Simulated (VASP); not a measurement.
**Ti: single point with LDA**

Ti:

```
Ti
1.0
     2.86387    0.00000    0.00000
    -1.43193    2.48018    0.00000
     0.00000    0.00000    4.53999
Ti
2
Direct
  0.33333 0.66667 0.25000
  0.66667 0.33333 0.75000
```

```
Program             : VASP 6.6.1
Task                : single point
Functional          : LDA
Potentials or basis : VASP PAW LDA potentials, release 64 (Ti_sv)
Cutoff              : 520 eV
k mesh              : 13 × 13 × 7
Occupations         : methfessel-paxton, width 0.3 eV
Spin                : no spin polarisation
```

| Property | Result |
| --- | --- |
| Pressure | -0.3 GPa |
| Band gap on the k mesh | zero (band 12 reaches 9.68 eV, above the bottom of band 13 at 8.59 eV) |

Levels at points of the mesh, in eV from the Fermi level:
```tsv
k point	band 8	band 9	band 10	band 11	band 12	band 13	band 14	band 15	band 16	band 17
(0.00, 0.00, 0.00)	-32.16	-6.29	-2.86	0.78	0.78	0.92	1.10	1.34	1.34	1.72
```

It took 26 s on 1 thread of Intel(R) Xeon(R) Platinum 8488C (Sapphire Rapids), on a shared host, peak memory 0.14 GiB.
